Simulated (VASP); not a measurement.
# LiF (P6_3mc) in VASP: notebook

Runs on LiF. Level: LDA. Tasks: single point.

Everything below comes from runs of VASP 6.6.1. Logs are shortened: lines on timing, memory, paths and dates and some standing lists are left out, and cuts for length are marked.

## Step 1: The cell of the first run

It takes space group P6_3mc (No. 186, hexagonal). The conventional cell has a = 2.918 Å, b = 2.918 Å, c = 4.380 Å, α = 90.00°, β = 90.00°, γ = 120.00°. Within 2.3 Å of Li (site symmetry 3m) lie 4 F at 1.72 to 1.75 Å. Within 2.3 Å of F (site symmetry 3m) lie 4 Li at 1.72 to 1.75 Å.

## Step 2: Single point, LDA (8.08 Å³/atom)

The input, INCAR:

```
SYSTEM = LiF
ALGO     = Normal         ! electronic algorithm
EDIFF    = 1E-6           ! SCF threshold, eV
ENCUT    = 520            ! plane-wave cutoff, eV
ISIF     = 2              ! what is computed and relaxed
ISMEAR   = 0              ! smearing method
LASPH    = .TRUE.         ! aspherical terms in the spheres
LCHARG   = .FALSE.        ! write CHGCAR
LREAL    = .FALSE.        ! projectors in reciprocal space
LWAVE    = .FALSE.        ! write WAVECAR
NBANDS   = 18             ! bands
NELM     = 80             ! most SCF steps
PREC     = Accurate       ! precision mode
SIGMA    = 0.05           ! smearing width, eV
```

The input, KPOINTS:

```
k-points
0
G
  9 9 6
  0 0 0
```

The input, POSCAR:

```
LiF
1.0
    2.9182644016      0.0000000000      0.0000000000
   -1.4591322008      2.5272911067      0.0000000000
    0.0000000000      0.0000000000      4.3800230403
Li F
2 2
Direct
    0.3333333333      0.6666666667      0.3839784076
    0.6666666667      0.3333333333      0.8839784076
    0.3333333333      0.6666666667      0.9910195924
    0.6666666667      0.3333333333      0.4910195924
```

Potentials or basis: VASP PAW LDA potentials, release 64 (Li_sv, F).

Launch:

```sh
cat potpaw_LDA.64/Li_sv/POTCAR potpaw_LDA.64/F/POTCAR > POTCAR
mpirun -np 1 vasp_std > vasp.out
```

OUTCAR:

```text
SYSTEM = LiF
   EDIFF = 1E-6
   ENCUT = 520
   ISIF = 2
   ISMEAR = 0
   LASPH = .TRUE.
   LREAL = .FALSE.
   NELM = 80
   PREC = Accurate

 ion  position               nearest neighbor table
   1  0.333  0.667  0.384-   3 1.72   4 1.75   4 1.75   4 1.75
   2  0.667  0.333  0.884-   4 1.72   3 1.75   3 1.75   3 1.75
   3  0.333  0.667  0.991-   1 1.72   2 1.75   2 1.75   2 1.75
   4  0.667  0.333  0.491-   2 1.72   1 1.75   1 1.75   1 1.75

  LATTYP: Found a hexagonal cell.
 ALAT       =     2.9182644016
 C/A-ratio  =     1.5009000000

  Lattice vectors:

 A1 = (   2.9182644016,   0.0000000000,   0.0000000000)
 A2 = (  -1.4591322008,   2.5272911067,   0.0000000000)
 A3 = (   0.0000000000,   0.0000000000,   4.3800230403)

Analysis of symmetry for initial positions (statically):
=====================================================================
 Subroutine PRICEL returns:
 Original cell was already a primitive cell.

 Routine SETGRP: Setting up the symmetry group for a
 hexagonal supercell.

 Subroutine GETGRP returns: Found 12 space group operations
 (whereof  6 operations were pure point group operations)
 out of a pool of 24 trial point group operations.

The static configuration has the point symmetry C_3v.
 The point group associated with its full space group is C_6v.

Analysis of symmetry for dynamics (positions and initial velocities):
=====================================================================
 Subroutine PRICEL returns:
 Original cell was already a primitive cell.

 Routine SETGRP: Setting up the symmetry group for a
 hexagonal supercell.

 Subroutine GETGRP returns: Found 12 space group operations
 (whereof  6 operations were pure point group operations)
 out of a pool of 24 trial point group operations.

The dynamic configuration has the point symmetry C_3v.
 The point group associated with its full space group is C_6v.

 Subroutine INISYM returns: Found 12 space group operations
 (whereof  6 operations are pure point group operations),
 and found     1 'primitive' translations

----------------------------------------------------------------------------------------

                                     Primitive cell

  volume of cell :      32.3040

  direct lattice vectors                    reciprocal lattice vectors
     2.918264402  0.000000000  0.000000000     0.342669430  0.197840288  0.000000000
    -1.459132201  2.527291107  0.000000000     0.000000000  0.395680576  0.000000000
     0.000000000  0.000000000  4.380023040     0.000000000  0.000000000  0.228309301

  length of vectors
     2.918264402  2.918264402  4.380023040     0.395680576  0.395680576  0.228309301

  position of ions in fractional coordinates (direct lattice)
     0.333333333  0.666666667  0.383978408
     0.666666667  0.333333333  0.883978408
     0.333333333  0.666666667  0.991019592
     0.666666667  0.333333333  0.491019592

  ion indices of the primitive-cell ions
   primitive index   ion index
                 1           1
                 2           2
                 3           3
                 4           4

----------------------------------------------------------------------------------------

 KPOINTS: k-points

Automatic generation of k-mesh.
 Grid dimensions read from file:
 generate k-points for:    9    9    6

 Generating k-lattice:

  Cartesian coordinates                     Fractional coordinates (reciprocal lattice)
     0.038074381  0.021982254  0.000000000     0.111111111 -0.000000000  0.000000000
     0.000000000  0.043964508  0.000000000     0.000000000  0.111111111  0.000000000
     0.000000000  0.000000000  0.038051550     0.000000000  0.000000000  0.166666667

  Length of vectors
     0.043964508  0.043964508  0.038051550

  Shift w.r.t. Gamma in fractional coordinates (k-lattice)
     0.000000000  0.000000000  0.000000000

 Subroutine IBZKPT returns following result:
 ===========================================

 Found     48 irreducible k-points:

 Following reciprocal coordinates:
            Coordinates               Weight
  0.000000  0.000000  0.000000      1.000000
  0.111111 -0.000000  0.000000      6.000000
  0.222222  0.000000  0.000000      6.000000
  0.333333 -0.000000  0.000000      6.000000
  0.444444  0.000000  0.000000      6.000000
  0.111111  0.111111  0.000000      6.000000
[... 16 lines left out ...]
  0.333333  0.222222  0.166667     24.000000
  0.333333  0.333333  0.166667      4.000000
 [... further k-points ...]
   k-points           NKPTS =     48   k-points in BZ     NKDIM =     48   number of bands    NBANDS=     18
   number of dos      NEDOS =    301   number of ions     NIONS =      4
   total plane-waves  NPLWV =  20736
   dimension x,y,z NGX =    24 NGY =   24 NGZ =   36
   dimension x,y,z NGXF=    48 NGYF=   48 NGZF=   72
   ions per type =               2   2
   NGX,Y,Z   is equivalent  to a cutoff of  13.67, 13.67, 13.66 a.u.
   NGXF,Y,Z  is equivalent  to a cutoff of  27.34, 27.34, 27.33 a.u.
 SYSTEM =  LiF
   PREC   = accura    normal or accurate (medium, high low for compatibility)
   ISTART =      0    job   : 0-new  1-cont  2-samecut
   ICHARG =      2    charge: 1-file 2-atom 10-const
   ISPIN  =      1    spin polarized calculation?
   LNONCOLLINEAR =      F non collinear calculations
   LSORBIT =      F    spin-orbit coupling
   LASPH  =      T    aspherical Exc in radial PAW
   ENCUT  =  520.0 eV  38.22 Ry    6.18 a.u.   5.43  5.43  8.14*2*pi/ulx,y,z
   NELM   =     80;   NELMIN=  2; NELMDL= -5     # of ELM steps
   EDIFF  = 0.1E-05   stopping-criterion for ELM
   LREAL  =      F    real-space projection
   EDIFFG = 0.1E-04   stopping-criterion for IOM
   NSW    =      0    number of steps for IOM
   IBRION =     -1    ionic relax: 0-MD 1-quasi-New 2-CG
   NFREE  =      0    steps in history (QN), initial steepest desc. (CG)
   ISIF   =      2    stress and relaxation
   ISYM   =      2    0-nonsym 1-usesym 2-fastsym
   POTIM  = 0.5000    time-step for ionic-motion
   TEBEG  =    0.0;   TEEND  =   0.0 temperature during run
   PSTRESS=    0.0 pullay stress
   NELECT =      20.0000    total number of electrons
   NUPDOWN=      -1.0000    fix difference up-down
   EMIN   =  10.00;   EMAX   =-10.00  energy-range for DOS
   EFERMI =   0.00;   METHOD = LEGACY
[... 27 lines left out ...]
  ---------------------------------------------------
  ext. energy  EPLUGINS =         0.00000000
  ---------------------------------------------------
  free energy    TOTEN  =       -20.64134816 eV

  energy without entropy =      -20.64134816  energy(sigma->0) =      -20.64134816

 E-fermi :  -1.3065     XC(G=0): -10.5295

 val. band max:       -1.5514363580   @ k =   0.0000   0.0000   0.0000
 cond. band min:       7.0504843052   @ k =   0.0000   0.0000   0.0000
 fundamental gap:      8.6019206632
 Fermi energy:        -1.3065488599

 k-point     1 :       0.0000    0.0000    0.0000
  band No.  band energies     occupation
      1     -40.5611      2.00000
      2     -40.4307      2.00000
      3     -21.0332      2.00000
      4     -20.6456      2.00000
      5      -4.6187      2.00000
      6      -2.3896      2.00000
[... 10 lines left out ...]
     17      19.1594      0.00000
     18      21.1425      0.00000

 k-point     2 :       0.1111   -0.0000    0.0000
  band No.  band energies     occupation
      1     -40.5508      2.00000
      2     -40.4275      2.00000
      3     -21.0154      2.00000
      4     -20.6471      2.00000
      5      -4.5455      2.00000
      6      -2.5364      2.00000
[... 10 lines left out ...]
     17      19.5641      0.00000
     18      20.7813      0.00000

 k-point     3 :       0.2222    0.0000    0.0000
  band No.  band energies     occupation
      1     -40.5236      2.00000
      2     -40.4205      2.00000
      3     -20.9655      2.00000
      4     -20.6554      2.00000
      5      -4.3586      2.00000
      6      -2.9689      2.00000
[... 10 lines left out ...]
     17      19.5602      0.00000
     18      20.3366      0.00000

 k-point     4 :       0.3333   -0.0000    0.0000
  band No.  band energies     occupation
      1     -40.4898      2.00000
      2     -40.4154      2.00000
      3     -20.8959      2.00000
      4     -20.6758      2.00000
      5      -4.2413      2.00000
      6      -3.3328      2.00000
[... 10 lines left out ...]
     17      19.2453      0.00000
     18      21.1233      0.00000

 k-point     5 :       0.4444    0.0000    0.0000
  band No.  band energies     occupation
      1     -40.4635      2.00000
      2     -40.4165      2.00000
      3     -20.8324      2.00000
      4     -20.7072      2.00000
      5      -4.3735      2.00000
      6      -3.2452      2.00000
[... 10 lines left out ...]
     17      19.0787      0.00000
     18      21.8384      0.00000

 k-point     6 :       0.1111    0.1111    0.0000
  band No.  band energies     occupation
      1     -40.5321      2.00000
      2     -40.4224      2.00000
      3     -20.9815      2.00000
      4     -20.6522      2.00000
      5      -4.4089      2.00000
      6      -2.8878      2.00000
[... 10 lines left out ...]
     17      20.1204      0.00000
     18      20.4150      0.00000

 k-point     7 :       0.2222    0.1111    0.0000
  band No.  band energies     occupation
      1     -40.5014      2.00000
      2     -40.4166      2.00000
      3     -20.9214      2.00000
      4     -20.6666      2.00000
      5      -4.1977      2.00000
      6      -3.4726      2.00000
[... 10 lines left out ...]
     17      19.8901      0.00000
     18      20.8776      0.00000

 k-point     8 :       0.3333    0.1111    0.0000
  band No.  band energies     occupation
      1     -40.4704      2.00000
      2     -40.4155      2.00000
      3     -20.8521      2.00000
      4     -20.6938      2.00000
      5      -4.2659      2.00000
      6      -3.5992      2.00000
[... 10 lines left out ...]
     17      19.3901      0.00000
     18      21.5931      0.00000
[... 229 lines left out ...]
     17      19.8399      0.00000
     18      20.8050      0.00000

 k-point    20 :       0.3333    0.1111    0.1667
  band No.  band energies     occupation
      1     -40.4666      2.00000
      2     -40.4192      2.00000
      3     -20.8447      2.00000
      4     -20.7080      2.00000
      5      -4.2158      2.00000
      6      -3.5662      2.00000
[... 10 lines left out ...]
     17      19.4518      0.00000
     18      21.5320      0.00000

 k-point    21 :       0.4444    0.1111    0.1667
  band No.  band energies     occupation
      1     -40.4525      2.00000
      2     -40.4205      2.00000
      3     -20.8082      2.00000
      4     -20.7269      2.00000
      5      -4.3657      2.00000
      6      -3.3428      2.00000
[... 10 lines left out ...]
     17      19.1647      0.00000
     18      22.1876      0.00000

 k-point    22 :       0.2222    0.2222    0.1667
  band No.  band energies     occupation
      1     -40.4690      2.00000
      2     -40.4191      2.00000
      3     -20.8517      2.00000
      4     -20.7030      2.00000
      5      -4.0225      2.00000
      6      -3.8690      2.00000
[... 10 lines left out ...]
     17      20.0928      0.00000
     18      21.0833      0.00000

 k-point    23 :       0.3333    0.2222    0.1667
  band No.  band energies     occupation
      1     -40.4469      2.00000
      2     -40.4218      2.00000
      3     -20.7985      2.00000
      4     -20.7280      2.00000
      5      -4.3719      2.00000
      6      -3.5663      2.00000
[... 10 lines left out ...]
     17      19.3998      0.00000
     18      21.6118      0.00000

 k-point    24 :       0.3333    0.3333    0.1667
  band No.  band energies     occupation
      1     -40.4310      2.00000
      2     -40.4310      2.00000
      3     -20.7576      2.00000
      4     -20.7576      2.00000
      5      -4.4800      2.00000
      6      -3.2957      2.00000
[... 10 lines left out ...]
     17      18.4435      0.00000
     18      21.7921      0.00000

 [... further k-points ...]
[... 5 lines left out ...]
  --------------------------------------------------------------------------------------
  -------------------------------------------------------------------------------------
  Total        2.1540345      2.1540345      2.8030917      0.0000000     -0.0000000     -0.0000000
  in kB      106.8333739    106.8333738    139.0245762      0.0000000     -0.0000000     -0.0000000
  external PRESSURE =     117.5637746 kB  Pullay stress =       0.0000000 kB

 VOLUME and BASIS-vectors are now :
 -----------------------------------------------------------------------------
  energy-cutoff  :      520.00
  volume of cell :       32.30
      direct lattice vectors                 reciprocal lattice vectors
     2.918264402  0.000000000  0.000000000     0.342669430  0.197840288  0.000000000
    -1.459132201  2.527291107  0.000000000     0.000000000  0.395680576  0.000000000
     0.000000000  0.000000000  4.380023040     0.000000000  0.000000000  0.228309301

 POSITION                                       TOTAL-FORCE (eV/Angst)
 -----------------------------------------------------------------------------------
     -0.00000      1.68486      1.68183        -0.000000      0.000000      0.253289
      1.45913      0.84243      3.87185         0.000000      0.000000      0.253289
     -0.00000      1.68486      4.34069        -0.000000      0.000000     -0.253289
      1.45913      0.84243      2.15068         0.000000     -0.000000     -0.253289
 -----------------------------------------------------------------------------------
    total drift:                                0.000000      0.000000      0.001141

  FREE ENERGIE OF THE ION-ELECTRON SYSTEM (eV)
  ---------------------------------------------------
  free  energy   TOTEN  =       -20.6413481568 eV

  energy  without entropy=      -20.6413481568  energy(sigma->0) =      -20.64134816
```

Run time: 15 s. Hardware: 1 thread of Intel Xeon Platinum 8259CL at 2.50GHz (Skylake/Cascade Lake), shared host; peak memory 0.14 GiB.

Results:

```yaml
Free_energy: -20.6413 eV
Largest_force: 0.253 eV/Å
Band_gap_on_the_k_mesh: 8.60 eV
```

Forces on the atoms (eV/Å):
```
Li   0.000  0.000  0.253
Li   0.000  0.000  0.253
F    0.000  0.000 -0.253
F    0.000  0.000 -0.253
```

Levels at points of the mesh, in eV from the valence-band top:
```csv
k point,band 8,band 9,band 10,band 11,band 12,band 13
"(0.00, 0.00, 0.00)",-0.32,-0.32,0.00,8.60,13.33,17.21
"(0.00, 0.00, 0.50)",-0.58,-0.58,-0.58,10.47,10.47,19.30
```

Caveat: the cutoff is under 1.25 times the usual one of these potentials, so pressure, stress and relaxed cells hold a basis-set (Pulay) error.

## Step 3: Single point, LDA (8.08 Å³/atom)

The input, INCAR:

```
SYSTEM = LiF
PREC = Accurate
ENCUT = 520
EDIFF = 1E-7
ISMEAR = 0
SIGMA = 0.05
LREAL = .False.
LASPH = .True.
NELM = 100
ALGO = Normal
ISIF = 2
LWAVE = .False.
LCHARG = .False.
NBANDS = 18
```

The input, KPOINTS:

```
regular mesh
0
Gamma
  9 9 6
  0 0 0
```

The input, POSCAR:

```
LiF
1.0
    3.0136112339      0.0000000000      0.0000000000
   -1.5068056169      2.6098638857      0.0000000000
    0.0000000000      0.0000000000      4.1072507506
Li F
2 2
Direct
    0.3333333333      0.6666666667      0.3839784076
    0.6666666667      0.3333333333      0.8839784076
    0.3333333333      0.6666666667      0.9910195924
    0.6666666667      0.3333333333      0.4910195924
```

Potentials or basis: VASP PAW LDA potentials, release 64 (Li_sv, F).

Launch:

```sh
cat potpaw_LDA.64/Li_sv/POTCAR potpaw_LDA.64/F/POTCAR > POTCAR
mpirun -np 1 vasp_std > vasp.out
```

It took 15 s on 1 thread of Intel Xeon Platinum 8259CL at 2.50GHz (Skylake/Cascade Lake), shared host; peak memory 0.14 GiB.

It converged, with:

* Free energy: -20.4770 eV
* Largest force: 1.364 eV/Å
* Band gap on the k mesh: 8.46 eV

Forces on the atoms (eV/Å):
```
Li   0.000  0.000  1.364
Li   0.000  0.000  1.364
F    0.000  0.000 -1.364
F    0.000  0.000 -1.364
```

Levels at points of the mesh, in eV from the valence-band top:
```
           k point  band 8  band 9  band 10  band 11  band 12  band 13
(0.00, 0.00, 0.00)   -0.37   -0.37     0.00     8.46    13.96    17.68
(0.00, 0.00, 0.50)   -0.74   -0.74    -0.74    10.49    10.49    18.59
```

Caveat: the cutoff is under 1.25 times the usual one of these potentials, so pressure, stress and relaxed cells hold a basis-set (Pulay) error; forces of over 1 eV/Å act on the atoms, so gaps and moduli don't describe the material at rest. A k mesh can miss the band edges.

## Step 4: Single point, LDA (8.08 Å³/atom)

The input, INCAR:

```
ALGO = Normal ; EDIFF = 1E-6
ENCUT = 520 ; GGA = CA
ISIF = 2 ; ISMEAR = 0
LASPH = True ; LCHARG = True
LELF = True ; LREAL = False
LVHAR = True ; LWAVE = False
NBANDS = 18 ; NELM = 80
PREC = Accurate ; SIGMA = 0.05
```

The input, KPOINTS:

```
k-points
0
Gamma
  9 9 6
```

The input, POSCAR:

```
LiF
1.0
    2.9655108028      0.0000000000      0.0000000000
   -1.4827554014      2.5682076904      0.0000000000
    0.0000000000      0.0000000000      4.2415701012
Li F
2 2
Direct
    0.3333333333      0.6666666667      0.3839784076
    0.6666666667      0.3333333333      0.8839784076
    0.3333333333      0.6666666667      0.9910195924
    0.6666666667      0.3333333333      0.4910195924
```

Launch:

```sh
cat potpaw_LDA.64/Li_sv/POTCAR potpaw_LDA.64/F/POTCAR > POTCAR
mpirun -np 1 vasp_std > vasp.out
```

Wall time 14 s (1 thread of Intel Xeon Platinum 8259CL at 2.50GHz (Skylake/Cascade Lake), shared host); peak memory 0.14 GiB.

The run converged. Its results:

| Property | Result |
| --- | --- |
| Free energy | -20.5912 eV |
| Largest force | 0.747 eV/Å |
| Band gap on the k mesh | 8.53 eV |

Forces on the atoms (eV/Å):
```
Li   0.000  0.000  0.747
Li   0.000  0.000  0.747
F    0.000  0.000 -0.747
F    0.000  0.000 -0.747
```

Levels at points of the mesh, in eV from the valence-band top:
```
           k point  band 6  band 7  band 8  band 9  band 10  band 11  band 12  band 13  band 14  band 15
(0.00, 0.00, 0.00)   -0.99   -0.99   -0.36   -0.36     0.00     8.53    13.62    17.42    18.71    18.71
(0.00, 0.00, 0.50)   -1.54   -0.67   -0.67   -0.67    -0.67    10.47    10.47    19.03    19.03    19.03
```

Caveat: the cutoff is under 1.25 times the usual one of these potentials, so pressure, stress and relaxed cells hold a basis-set (Pulay) error. A k mesh can miss the band edges.

## Step 5: Overview

```tsv
cell	gap on the mesh (eV)	largest force (eV/Å)
a = 2.918, b = 2.918, c = 4.380 Å, angles 90.0, 90.0, 120.0°, 4 atoms	8.60	0.25
a = 3.014, b = 3.014, c = 4.107 Å, angles 90.0, 90.0, 120.0°, 4 atoms	8.46	1.36
a = 2.966, b = 2.966, c = 4.242 Å, angles 90.0, 90.0, 120.0°, 4 atoms	8.53	0.75
```

Alike in all rows: task single point; level LDA; potentials or basis VASP PAW LDA potentials, release 64 (Li_sv, F); no spin polarisation; k mesh 9 × 9 × 6; cutoff (eV) 520; smearing gaussian 0.05 eV.

Caveats: the cutoff is under 1.25 times the usual one of these potentials, so pressure, stress and relaxed cells hold a basis-set (Pulay) error; forces of over 1 eV/Å act on the atoms, so gaps and moduli don't describe the material at rest (at least some runs).

Absolute energies hang on the potentials; compare differences alone.
